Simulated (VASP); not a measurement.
Write the native input for VASP 6.6.1 that does the following.

```yaml
Task: single point
Functional: r2SCAN
Potentials_or_basis: VASP PAW PBE potentials, release 64 (Se)
Cutoff: 520 eV
k_mesh: 6 × 6 × 6
Occupations: gaussian, width 0.02 eV
Spin: no spin polarisation
Dipole_correction: no
Further_INCAR_settings: ALGO = Normal; EDIFF = 1e-06; NBANDS = 16
```

Crystal: Se.

```xyz
3
Lattice="4.5730 0.0000 0.0000 -2.2865 3.9603 0.0000 0.0000 0.0000 4.9885" Properties=species:S:1:pos:R:3 pbc="T T T"
Se    0.9764    0.0000    1.6628
Se   -0.4882    0.8456    3.3257
Se    1.7983    3.1147    0.0000
```

One way to write it, as run:

POSCAR

```
Se
1.0
    4.5730135319      0.0000000000      0.0000000000
   -2.2865067660      3.9603458905      0.0000000000
    0.0000000000      0.0000000000      4.9884830342
Se
3
Direct
    0.2135176012      0.0000000000      0.3333333333
    0.0000000000      0.2135176012      0.6666666667
    0.7864823988      0.7864823988      0.0000000000
```

INCAR.step1

```
SYSTEM = Se
ALGO     = Normal         ! electronic algorithm
EDIFF    = 1E-4           ! SCF threshold, eV
ENCUT    = 520            ! plane-wave cutoff, eV
GGA      = PE             ! functional
ISMEAR   = 0              ! smearing method
LASPH    = .TRUE.         ! aspherical terms in the spheres
LCHARG   = .FALSE.        ! write CHGCAR
LREAL    = .FALSE.        ! projectors in reciprocal space
LWAVE    = .TRUE.         ! write WAVECAR
NBANDS   = 16             ! bands
NELM     = 80             ! most SCF steps
PREC     = Accurate       ! precision mode
SIGMA    = 0.02           ! smearing width, eV
```

INCAR.step2

```
SYSTEM = Se
ALGO     = Normal         ! electronic algorithm
EDIFF    = 1E-6           ! SCF threshold, eV
ENCUT    = 520            ! plane-wave cutoff, eV
ISIF     = 2              ! what is computed and relaxed
ISMEAR   = 0              ! smearing method
ISTART   = 1            
LASPH    = .TRUE.         ! aspherical terms in the spheres
LCHARG   = .FALSE.        ! write CHGCAR
LMIXTAU  = .TRUE.       
LREAL    = .FALSE.        ! projectors in reciprocal space
LWAVE    = .FALSE.        ! write WAVECAR
METAGGA  = R2SCAN         ! meta-GGA
NBANDS   = 16             ! bands
NELM     = 80             ! most SCF steps
PREC     = Accurate       ! precision mode
SIGMA    = 0.02           ! smearing width, eV
```

KPOINTS

```
k-points
0
G
  6 6 6
  0 0 0
```

Potentials or basis: VASP PAW PBE potentials, release 64 (Se).

Command:

```console
$ cat potpaw_PBE.64/Se/POTCAR > POTCAR
$ cp INCAR.step1 INCAR
$ mpirun -np 1 vasp_std > vasp.out
$ cp INCAR.step2 INCAR
$ mpirun -np 1 vasp_std > vasp.out
```

It gave:

- Pressure: -0.3 GPa
- Largest force: 0.007 eV/Å
- Band gap on the k mesh: 1.38 eV (least direct gap 1.65 eV)

Caveat: the PAW data sets were made with another functional, which shifts forces and pressure a little.

It took 7 min on 1 thread of AMD EPYC 7R43 64-Core Processor (Zen 3), with other jobs on the host, peak memory 0.19 GiB.
